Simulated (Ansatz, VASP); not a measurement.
## One calculation of Si2Mo, two programs

INCAR

```
  PREC = Accurate
  ENCUT = 500
  EDIFF = 1E-7
  ISMEAR = -1
  SIGMA = 0.05
  LREAL = F
  LASPH = T
  NELM = 200
  ALGO = Normal
  ISIF = 3
  LWAVE = F
  LCHARG = F
  LMAXMIX = 4
  LDAU = T
  LDAUTYPE = 2
  LDAUL = 2 -1
  LDAUU = 6 0
  LDAUJ = 0 0
  LDAUPRINT = 1
  GGA = PS
  IBRION = 2
  NSW = 60
  EDIFFG = -0.01
  GGA_COMPAT = F
  NELMIN = 4
```

Contents of KPOINTS:

```
Automatic mesh
0
Gamma
  7 7 4
```

The input POSCAR:

```
Si2Mo
1.0
    4.5854715599      0.0000000000      0.0000000000
   -2.2927357800      3.9711348592      0.0000000000
    0.0000000000      0.0000000000      6.5797601000
Mo Si
3 6
Direct
    0.5000000000      0.5000000000      0.8333333333
    0.0000000000      0.5000000000      0.1666666667
    0.5000000000      0.0000000000      0.5000000000
    0.1638729800      0.3277459600      0.5000000000
    0.6722540400      0.8361270200      0.1666666667
    0.8361270200      0.1638729800      0.8333333333
    0.8361270200      0.6722540400      0.5000000000
    0.3277459600      0.1638729800      0.1666666667
    0.1638729800      0.8361270200      0.8333333333
```

The input input.yaml:

```yaml
crystal:
  lattice:
    - [4.5854715599, 0.0, 0.0]
    - [-2.29273578, 3.9711348592, 0.0]
    - [0.0, 0.0, 6.5797601]
  atoms:
    - { symbol: Mo, position: [0.5, 0.5, 0.8333333333] }
    - { symbol: Mo, position: [0.0, 0.5, 0.1666666667] }
    - { symbol: Mo, position: [0.5, 0.0, 0.5] }
    - { symbol: Si, position: [0.16387298, 0.32774596, 0.5] }
    - { symbol: Si, position: [0.67225404, 0.83612702, 0.1666666667] }
    - { symbol: Si, position: [0.83612702, 0.16387298, 0.8333333333] }
    - { symbol: Si, position: [0.83612702, 0.67225404, 0.5] }
    - { symbol: Si, position: [0.32774596, 0.16387298, 0.1666666667] }
    - { symbol: Si, position: [0.16387298, 0.83612702, 0.8333333333] }
hamiltonian:
  xc: pbesol
  pseudopotentials: { kind: paw }
  hubbard: { sites: [{ species: Mo, l: d, u_eff: 6.0 }] }
kpoints:
  mp_grid: { grid: [7, 7, 4] }
scf:
  occupations: { method: fermi_dirac, width: 0.05 }
output:
  forces: true
  stress: true
  eigenvalues: true
relax:
  f_tol: 0.01
  max_steps: 40
  cell: { stress_tol: 0.05 }
```

Alike in both runs: task relaxation of cell and atoms; functional PBEsol; k mesh 7 × 7 × 4; occupations fermi-dirac, width 0.05 eV; no spin polarisation; Hubbard terms Mo d U = 6.0 eV.

|  | VASP | Ansatz |
| --- | --- | --- |
| version | VASP 6.6.1 | Ansatz 0.2.0 |
| potentials or method | VASP PAW PBE potentials, release 64 (Mo_sv, Si) | Ansatz PAW |
| plane-wave cutoff (eV) | 500 | 420 |
| valence electrons in the cell | 66 | 66 |

```tsv
	VASP	Ansatz	Ansatz less VASP
gap on the k mesh at the Fermi level, each at its own relaxed structure (eV)	0.84	0.96	+0.113
relaxed volume (Å³/atom)	13.49	13.14	-0.348
relaxed cell length with the largest relative difference (Å)	4.612	4.566	-0.0462
```

VASP's potentials were made for PBE, not for PBEsol. The programs project onto different local orbitals, so the same U acts differently, and such runs can settle in different states.

Noted on Ansatz's run: odd divisions of the mesh miss points on the zone boundary, where band edges often lie, so the gap on the mesh can be too wide; the plane-wave basis is chosen anew once the cell has moved, so the energies of steps on either side of that aren't comparable.
